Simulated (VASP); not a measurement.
Write the native input for VASP 6.6.1 that does the following.

- Task: single point
- Functional: BLYP
- Dispersion: D4
- Potentials or basis: VASP PAW PBE potentials, release 64 (Fe, O)
- Cutoff: 520 eV
- k mesh: 11 × 11 × 11
- Occupations: fermi-dirac, width 0.05 eV
- Spin: collinear spin, ferromagnetic start
- Starting moments: [3.0, 0.0] μB
- Dipole correction: no
- Further INCAR settings: ALGO = Normal; EDIFF = 1e-07; NBANDS = 18

The structure of FeO (Wuestite) lies in POSCAR:

```
FeO
1.0
    0.0000000000      2.1554000000      2.1554000000
    2.1554000000      0.0000000000      2.1554000000
    2.1554000000      2.1554000000      0.0000000000
Fe O
1 1
Direct
    0.0000000000      0.0000000000      0.0000000000
    0.5000000000      0.5000000000      0.5000000000
```

One way to write it, as run:

INCAR

```
SYSTEM = FeO
AGGAC    = 1.0          
AGGAX    = 1.0          
ALDAC    = 0.0          
ALDAX    = 1.0          
ALGO     = Normal         ! electronic algorithm
EDIFF    = 1E-7           ! SCF threshold, eV
ENCUT    = 520            ! plane-wave cutoff, eV
GGA      = B5             ! functional
ISIF     = 2              ! what is computed and relaxed
ISMEAR   = -1             ! smearing method
ISPIN    = 2              ! spin polarisation
IVDW     = 13             ! dispersion correction
LASPH    = .TRUE.         ! aspherical terms in the spheres
LCHARG   = .FALSE.        ! write CHGCAR
LMAXMIX  = 4              ! l up to which the mixer works
LORBIT   = 11             ! projections on sites
LREAL    = .FALSE.        ! projectors in reciprocal space
LWAVE    = .FALSE.        ! write WAVECAR
MAGMOM   = 3 0            ! initial moments
NBANDS   = 18             ! bands
NELM     = 150            ! most SCF steps
PREC     = Accurate       ! precision mode
SIGMA    = 0.05           ! smearing width, eV
VDW_A1   = 0.44488865   
VDW_A2   = 4.0933009    
VDW_S6   = 1.0          
VDW_S8   = 2.34076671
```

KPOINTS

```
k-points
0
G
  11 11 11
  0 0 0
```

Potentials or basis: VASP PAW PBE potentials, release 64 (Fe, O).

Command:

```console
$ cat potpaw_PBE.64/Fe/POTCAR potpaw_PBE.64/O/POTCAR > POTCAR
$ mpirun -np 1 vasp_std > vasp.out
```

Results of the run:

```
Pressure                                              : -1.7 GPa
Band gap on the k mesh                                : zero (filled and empty bands overlap)
Net moment                                            : 4.00 μB per cell
Site moments                                          : Fe +3.60; O +0.32 μB
Valence electrons inside the program's atomic spheres : Fe 6.76; O 5.01
Dispersion energy per atom                            : -0.643 eV
```

Caveat: the PAW data sets were made with another functional, which shifts forces and pressure a little; a cell with one magnetic atom can't hold antiferromagnetic order, which such compounds often take; semilocal functionals often make such compounds metallic where correlation or magnetic order opens a gap, which also shifts bond lengths; pairwise dispersion overbinds metals, which lowers pressure and volume.

It took 56 s on 1 thread of Intel(R) Xeon(R) Platinum 8259CL CPU @ 2.50GHz (Skylake/Cascade Lake), with other jobs on the host, peak memory 0.17 GiB.
